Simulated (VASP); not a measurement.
# TiS2: single point with PBE+D3(BJ)+U

Crystal: TiS2.

```
Ti S
1.0
     3.41200    0.00000    0.00000
    -1.70600    2.95488    0.00000
     0.00000    0.00000    5.69500
Ti S
1 2
Direct
  0.00000 0.00000 0.00000
  0.33333 0.66667 0.25000
  0.66667 0.33333 0.75000
```

```yaml
Program: VASP 6.6.1
Task: single point
Functional: PBE
Dispersion: D3(BJ)
Potentials_or_basis: VASP PAW PBE potentials, release 64 (Ti_sv, S)
Cutoff: 500 eV
k_mesh: 7 × 7 × 4
Occupations: gaussian, width 0.01 eV
Spin: no spin polarisation
Hubbard_terms: Ti d U = 6.0 eV
```

```
Pressure                   : 2.8 GPa
Largest force              : 0.255 eV/Å
Band gap on the k mesh     : 0.63 eV, indirect (least direct gap 1.20 eV)
Dispersion energy per atom : -0.384 eV
```

Forces on the atoms (eV/Å):
```
Ti   0.000  0.000  0.000
S    0.000  0.000  0.255
S    0.000  0.000 -0.255
```

Stress tensor (GPa, compression positive):
```
3.40 0.00 0.00
0.00 3.40 0.00
0.00 0.00 1.71
```

Levels at points of the mesh, in eV from the valence-band top:
```tsv
k point	band 8	band 9	band 10	band 11	band 12	band 13	band 14	band 15	band 16	band 17
(0.00, 0.00, 0.00)	-2.80	-2.80	-0.08	0.00	0.00	1.20	1.20	1.69	3.41	3.41
(0.00, 0.00, 0.50)	-2.76	-2.76	-2.49	-0.17	-0.17	1.19	1.19	2.19	3.69	3.69
```

Eigenvalues of the final occupation matrices:
```csv
site,spin,trace,eigenvalues
site 1 d,1,0.80,0.07 0.07 0.07 0.29 0.29
site 1 d,2,0.80,0.07 0.07 0.07 0.29 0.29
```

It took 44 s on 1 thread of Intel(R) Xeon(R) Platinum 8488C (Sapphire Rapids), with other jobs on the host, peak memory 0.19 GiB.

A k mesh can miss the band edges.
